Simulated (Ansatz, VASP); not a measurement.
**Two plane-wave programs on Te2Mo**

```
CELL_PARAMETERS angstrom
3.56295 0.00000 0.00000
-1.78148 3.08561 0.00000
0.00000 0.00000 14.73244
ATOMIC_POSITIONS crystal
Te 0.33333 0.66667 0.63006
Te 0.66667 0.33333 0.13006
Te 0.66667 0.33333 0.36994
Te 0.33333 0.66667 0.86994
Mo 0.33333 0.66667 0.25000
Mo 0.66667 0.33333 0.75000
```

Change from the starting cell: strained cell.

Alike in both runs: functional LDA; k mesh 9 × 9 × 2; occupations gaussian, width 0.02 eV; no spin polarisation.

Ansatz relaxed the structure, and its values are those at the end. VASP's run is a single point on that final structure, the one shown.

```csv
,VASP,Ansatz
version,VASP 6.6.1,Ansatz 0.2.0
potentials or method,"VASP PAW LDA potentials, release 64 (Te, Mo_sv), cutoff 500 eV","scalar-relativistic, plane waves, PAW"
valence electrons in the cell,52,92
```

Ansatz gave:

| Property | Result |
| --- | --- |
| gap on the k mesh at the Fermi level (eV) | 0.86 |
| least direct gap on the mesh (eV) | 0.96 |
| pressure (GPa) | -3.3 |
| rms of the force components (eV/Å) | 0.001 |

**Question.** Which values does VASP return?

**Answer.** gap on the k mesh at the Fermi level (eV): 0.85; least direct gap on the mesh (eV): 0.96; pressure (GPa): -3.0; rms of the force components (eV/Å): 0.027.

Ansatz warns that its potentials were made for another functional, while VASP's fit it. LDA's correlation is that of Perdew and Zunger in VASP and of Perdew and Wang (1992) in Ansatz. VASP's potentials hold 52 valence electrons a cell and Ansatz's 92, so a difference there can come from the potentials and not from the codes. Ansatz's warnings: stress scf threshold loose.

Neither program's run includes spin-orbit coupling.
